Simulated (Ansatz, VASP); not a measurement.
NaLi2 in VASP and in Ansatz

```xyz
6
Lattice="0.0000 3.5659 3.5659 3.5659 0.0000 3.5659 3.5659 3.5659 0.0000" Properties=species:S:1:pos:R:3 pbc="T T T"
Na    0.0000    0.0000    0.0000
Na    1.7830    1.7830    1.7830
Li    4.4574    4.4574    4.4574
Li    4.4574    2.6744    2.6744
Li    2.6744    2.6744    4.4574
Li    2.6744    4.4574    2.6744
```

Alike in both runs: task relaxation of cell and atoms; functional PBE; k mesh 4 × 4 × 4; occupations gaussian, width 0.1 eV; no spin polarisation.

|  | VASP | Ansatz |
| --- | --- | --- |
| version | VASP 6.6.1 | Ansatz 0.2.0 |
| potentials or method | VASP PAW PBE potentials, release 64 (Na_sv, Li_sv), cutoff 970 eV | scalar-relativistic, plane waves, PAW |
| valence electrons in the cell | 30 | 30 |

VASP gave:

| Quantity | Value |
| --- | --- |
| gap on the k mesh at the Fermi level, each at its own relaxed structure (eV) | none |
| relaxed volume (Å³/atom) | 25.09 |
| relaxed cell length with the largest relative difference (Å) | 5.971 |

**Question.** Which values does Ansatz return?

**Answer.** gap on the k mesh at the Fermi level, each at its own relaxed structure (eV): none; relaxed volume (Å³/atom): 25.55; relaxed cell length with the largest relative difference (Å): 6.008.

A gap of «none» marks a metal or a gap that the smearing closes.

The k mesh is coarse, so the values compare programs but aren't converged. Noted on VASP's run: the volume moved by over 15 % at a fixed basis, so the end points are rough.
